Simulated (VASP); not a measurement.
# ZrC (Fm-3m) in VASP: further runs, part 2 of 2

VASP 6.6.1. Earlier steps stand in the parts before.

### 3 Single point, PBE+D4

This run uses another cell than the first one, of 12.86 Å³/atom.

The input, INCAR:

```
ALGO = Normal
EDIFF = 1E-6
ENCUT = 520
GGA = PE
ISIF = 2
ISMEAR = 1
IVDW = 13
LASPH = T
LCHARG = T
LELF = T
LREAL = F
LVHAR = T
LWAVE = F
NBANDS = 15
NELM = 100
PREC = Accurate
SIGMA = 0.1
```

The input, KPOINTS:

```
k-points
0
Gamma
  12 12 12
```

The input, POSCAR:

```
ZrC
1.0
    0.0000000000      2.3428529154      2.3428529154
    2.3428529154      0.0000000000      2.3428529154
    2.3428529154      2.3428529154      0.0000000000
Zr C
1 1
Direct
    0.5000000000      0.5000000000      0.5000000000
    0.0000000000      0.0000000000      0.0000000000
```

Potentials or basis: VASP PAW PBE potentials, release 64 (Zr_sv, C).

On the command line:

```console
> cat potpaw_PBE.64/Zr_sv/POTCAR potpaw_PBE.64/C/POTCAR > POTCAR
> mpirun -np 1 vasp_std > vasp.out
```

Wall time 32 s (1 thread of Intel Xeon 8259CL, shared host); peak memory 0.17 GiB.

The run converged. Its results:

```
Free energy                : -19.9579 eV
Pressure                   : 0.3 GPa
Band gap on the k mesh     : zero (bands 8 and 9 overlap by 1.31 eV)
Dispersion energy per atom : -0.251 eV
```

Levels at points of the mesh, in eV from the Fermi level:
| k point | band 4 | band 5 | band 6 | band 7 | band 8 | band 9 | band 10 | band 11 | band 12 | band 13 |
| --- | --- | --- | --- | --- | --- | --- | --- | --- | --- | --- |
| (0.00, 0.00, 0.00) | -25.85 | -11.42 | 0.86 | 0.86 | 0.86 | 1.02 | 1.02 | 1.02 | 2.76 | 2.76 |
| (0.50, 0.00, 0.00) | -25.94 | -8.30 | -5.41 | -3.04 | -3.04 | 4.47 | 4.47 | 5.31 | 6.49 | 10.17 |
| (0.50, 0.50, 0.00) | -26.15 | -10.26 | -2.12 | -1.87 | -0.01 | -0.01 | 4.42 | 5.65 | 5.65 | 8.03 |

### 4 Single point, r2SCAN+D4

This run uses another cell than the first one, of 13.01 Å³/atom.

The input, POSCAR:

```
ZrC
1.0
    0.0000000000      2.3519856681      2.3519856681
    2.3519856681      0.0000000000      2.3519856681
    2.3519856681      2.3519856681      0.0000000000
Zr C
1 1
Direct
    0.5000000000      0.5000000000      0.5000000000
    0.0000000000      0.0000000000      0.0000000000
```

The input, INCAR.step1:

```
PREC     = Accurate       # precision mode
ENCUT    = 520            # plane-wave cutoff, eV
ISMEAR   = 1              # smearing method
SIGMA    = 0.1            # smearing width, eV
LREAL    = False          # projectors in reciprocal space
LASPH    = True           # aspherical terms in the spheres
NELM     = 60             # most SCF steps
NBANDS   = 15             # bands
GGA      = PE             # functional
ALGO     = Normal         # electronic algorithm
EDIFF    = 1E-4           # SCF threshold, eV
LWAVE    = True           # write WAVECAR
LCHARG   = False          # write CHGCAR
```

The input, INCAR.step2:

```
PREC     = Accurate       # precision mode
ENCUT    = 520            # plane-wave cutoff, eV
EDIFF    = 1E-7           # SCF threshold, eV
ISMEAR   = 1              # smearing method
SIGMA    = 0.1            # smearing width, eV
LREAL    = False          # projectors in reciprocal space
LASPH    = True           # aspherical terms in the spheres
NELM     = 60             # most SCF steps
ALGO     = Normal         # electronic algorithm
ISIF     = 2              # what is computed and relaxed
LWAVE    = False          # write WAVECAR
LCHARG   = False          # write CHGCAR
METAGGA  = R2SCAN         # meta-GGA
LMIXTAU  = True         
IVDW     = 13             # dispersion correction
VDW_S6   = 1.0          
VDW_S8   = 0.6018749    
VDW_A1   = 0.51559235   
VDW_A2   = 5.77342911   
NBANDS   = 15             # bands
ISTART   = 1
```

The input, KPOINTS:

```
regular mesh
0
Gamma
  12 12 12
```

Potentials or basis: VASP PAW PBE potentials, release 64 (Zr_sv, C).

On the command line:

```console
> cat potpaw_PBE.64/Zr_sv/POTCAR potpaw_PBE.64/C/POTCAR > POTCAR
> cp INCAR.step1 INCAR
> mpirun -np 1 vasp_std > vasp.out
> cp INCAR.step2 INCAR
> mpirun -np 1 vasp_std > vasp.out
```

OUTCAR:

```text
PREC = Accurate
   ENCUT = 520
   EDIFF = 1E-7
   ISMEAR = 1
   LREAL = False
   LASPH = True
   NELM = 60
   ISIF = 2
   METAGGA = R2SCAN
   IVDW = 13
   ISTART = 1

 ion  position               nearest neighbor table
   1  0.500  0.500  0.500-   2 2.35   2 2.35   2 2.35   2 2.35   2 2.35   2 2.35
   2  0.000  0.000  0.000-   1 2.35   1 2.35   1 2.35   1 2.35   1 2.35   1 2.35

  LATTYP: Found a face centered cubic cell.
 ALAT       =     4.7039713362

  Lattice vectors:
[... 620 lines left out ...]

------------------------ aborting loop because EDIFF is reached ----------------------------------------

  DFT-D4 for vdW energy calculation

  Edisp (eV):   -0.17861

  FORCE on cell =-STRESS in cart. coord.  units (eV):
  Direction    XX          YY          ZZ          XY          YZ          ZX
  --------------------------------------------------------------------------------------
  -------------------------------------------------------------------------------------
  Total       0.03804     0.03804     0.03804     0.00000     0.00000     0.00000
  in kB       2.34231     2.34231     2.34231     0.00000     0.00000     0.00000
  external pressure =        2.34 kB  Pullay stress =        0.00 kB

 VOLUME and BASIS-vectors are now :
 -----------------------------------------------------------------------------
  energy-cutoff  :      520.00
  volume of cell :       26.02
      direct lattice vectors                 reciprocal lattice vectors
     0.000000000  2.351985668  2.351985668    -0.212586329  0.212586329  0.212586329
     2.351985668  0.000000000  2.351985668     0.212586329 -0.212586329  0.212586329
     2.351985668  2.351985668  0.000000000     0.212586329  0.212586329 -0.212586329

 POSITION                                       TOTAL-FORCE (eV/Angst)
 -----------------------------------------------------------------------------------
      2.35199      2.35199      2.35199         0.000000      0.000000      0.000000
      0.00000      0.00000      0.00000        -0.000000     -0.000000      0.000000
 -----------------------------------------------------------------------------------
    total drift:                                0.000000      0.000000      0.000000

  FREE ENERGIE OF THE ION-ELECTRON SYSTEM (eV)
  ---------------------------------------------------
  free  energy   TOTEN  =       -34.9017289059 eV

  energy  without entropy=      -34.9016533124  energy(sigma->0) =      -34.90170371
```

OUTCAR.step1:

```text
PREC = Accurate
   ENCUT = 520
   ISMEAR = 1
   LREAL = False
   LASPH = True
[... 654 lines left out ...]
      2.35199      2.35199      2.35199        -0.000000      0.000000      0.000000
      0.00000      0.00000      0.00000         0.000000     -0.000000     -0.000000
 -----------------------------------------------------------------------------------
    total drift:                                0.000000      0.000000      0.000000

  FREE ENERGIE OF THE ION-ELECTRON SYSTEM (eV)
  ---------------------------------------------------
  free  energy   TOTEN  =       -19.4602118418 eV

  energy  without entropy=      -19.4598927340  energy(sigma->0) =      -19.46010547
```

It took 2.5 min on 1 thread of Intel Xeon 8259CL, shared host; peak memory 0.19 GiB.

What came out:

* Free energy: -34.9017 eV
* Pressure: 0.2 GPa
* Band gap on the k mesh: zero (bands 8 and 9 overlap by 1.33 eV)
* Dispersion energy per atom: -0.089 eV

Caveat: the PAW data sets were made with another functional, which shifts forces and pressure a little.

### 5 Overview

| level | cell | gap on the mesh (eV) | pressure (GPa) |
| --- | --- | --- | --- |
| PBE+D3(BJ) | a = 3.305 Å, angles 60.0°, 2 atoms | none | 0.3 |
| PBE+D4 | a = 3.313 Å, angles 60.0°, 2 atoms | none | 0.3 |
| r2SCAN+D4 | a = 3.326 Å, angles 60.0°, 2 atoms | none | 0.2 |

Alike in all rows: task single point; potentials or basis VASP PAW PBE potentials, release 64 (Zr_sv, C); no spin polarisation; k mesh 12 × 12 × 12; cutoff (eV) 520; smearing methfessel-paxton 0.1 eV.

Caveats: the PAW data sets were made with another functional, which shifts forces and pressure a little (at least some runs).

Absolute energies hang on the potentials; compare differences alone.
